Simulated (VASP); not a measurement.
Input of a VASP 6.6.1 run:

Contents of POSCAR:

```
Ti
1.0
    2.9064389733      0.0000000000      0.0000000000
   -1.4532194867      2.5170499854      0.0000000000
    0.0000000000      0.0000000000      4.6732817743
Ti
2
Direct
    0.3333333333      0.6666666667      0.2500000000
    0.6666666667      0.3333333333      0.7500000000
```

File INCAR.step1:

```
SYSTEM = Ti
  PREC = Accurate
  ENCUT = 520
  ISMEAR = 0
  SIGMA = 0.1
  LREAL = .False.
  LASPH = .True.
  NELM = 100
  NBANDS = 19
  GGA = PE
  ALGO = Normal
  EDIFF = 1E-4
  LWAVE = .True.
  LCHARG = .False.
```

The input INCAR.step2:

```
SYSTEM = Ti
  PREC = Accurate
  ENCUT = 520
  EDIFF = 1E-6
  ISMEAR = 0
  SIGMA = 0.1
  LREAL = .False.
  LASPH = .True.
  NELM = 100
  ALGO = Normal
  ISIF = 2
  LWAVE = .False.
  LCHARG = .True.
  METAGGA = R2SCAN
  LMIXTAU = .True.
  LELF = .True.
  LVHAR = .True.
  NBANDS = 19
  ISTART = 1
```

Contents of KPOINTS:

```
regular mesh
0
Gamma
  24 24 12
  0 0 0
```

Potentials or basis: VASP PAW PBE potentials, release 64 (Ti_sv).

Run with:

```console
$ cat potpaw_PBE.64/Ti_sv/POTCAR > POTCAR
$ cp INCAR.step1 INCAR
$ mpirun -np 1 vasp_std > vasp.out
$ cp INCAR.step2 INCAR
$ mpirun -np 1 vasp_std > vasp.out
```

Question: Estimate the pressure.

Answer: 1.9 GPa.

Question: Predict the band gap on the k mesh.

Answer: Zero (bands 12 and 13 overlap by 1.29 eV).

Stress tensor (GPa, compression positive):
```
2.60 0.00 0.00
0.00 2.60 0.00
0.00 0.00 0.38
```

Caveat: the cell differs from its parent crystal (biaxial strain in the a-b plane: -1.0 %, then relaxed in part); the PAW data sets were made with another functional, which shifts forces and pressure a little.
